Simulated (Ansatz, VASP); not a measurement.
ZnSe in VASP and in Ansatz

```
CELL_PARAMETERS angstrom
0.00000 2.83318 2.83318
2.83318 0.00000 2.83318
2.83318 2.83318 0.00000
ATOMIC_POSITIONS crystal
Zn 0.00000 0.00000 0.00000
Se 0.25000 0.25000 0.25000
```

Alike in both runs: functional r2SCAN; k mesh 8 × 8 × 8; occupations fermi-dirac, width 0.02 eV; no spin polarisation.

Ansatz relaxed the structure, and its values are those at the end. VASP's run is a single point on that final structure, the one shown.

|  | VASP | Ansatz |
| --- | --- | --- |
| version | VASP 6.6.1 | Ansatz 0.2.0 |
| potentials or method | VASP PAW PBE potentials, release 64 (Zn, Se), cutoff 520 eV | PAW plane waves |
| valence electrons in the cell | 18 | 28 |

VASP gave:

```
gap on the k mesh at the Fermi level (eV) : 1.87
pressure (GPa)                            : 0.1
```

Problem. Which values does Ansatz return?

Solution. gap on the k mesh at the Fermi level (eV): 1.86; pressure (GPa): 0.0.

VASP's potentials were made for PBE, not for r2SCAN. VASP's potentials hold 18 valence electrons a cell and Ansatz's 28, so a difference there can come from the potentials and not from the codes.
